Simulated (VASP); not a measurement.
A run of VASP 6.6.1:

File INCAR:

```
SYSTEM = Ta2N
PREC = Accurate
ENCUT = 700
EDIFF = 1E-6
ISMEAR = 0
SIGMA = 0.15
LREAL = .FALSE.
LASPH = .TRUE.
NELM = 120
ALGO = Normal
ISIF = 2
LWAVE = .FALSE.
LCHARG = .TRUE.
LELF = .TRUE.
LVHAR = .TRUE.
NBANDS = 22
GGA_COMPAT = .FALSE.
```

File KPOINTS:

```
Automatic mesh
0
G
  18 18 10
  0 0 0
```

The input POSCAR:

```
Ta2N
1.0
    3.0878211999      0.0000000000      0.0000000000
   -1.5439106000      2.6741316014      0.0000000000
    0.0000000000      0.0000000000      4.4557259914
Ta N
2 1
Direct
    0.6666666667      0.3333333333      0.7466885012
    0.3333333333      0.6666666667      0.2533114988
    0.0000000000      0.0000000000      0.0000000000
```

Potentials or basis: VASP PAW LDA potentials, release 64 (Ta_sv_GW, N).

Launch:

```console
$ cat potpaw_LDA.64/Ta_sv_GW/POTCAR potpaw_LDA.64/N/POTCAR > POTCAR
$ mpirun -np 1 vasp_std > vasp.out
```

Hardware: 1 thread of Intel(R) Xeon(R) Platinum 8488C (Sapphire Rapids), with other jobs on the host.

Problem. How long does it take, and how much memory?

Solution. Run time: 3.6 min on 1 thread of Intel(R) Xeon(R) Platinum 8488C (Sapphire Rapids), on a shared host, peak memory 0.49 GiB. Counts: scf iterations 16, k points 330.
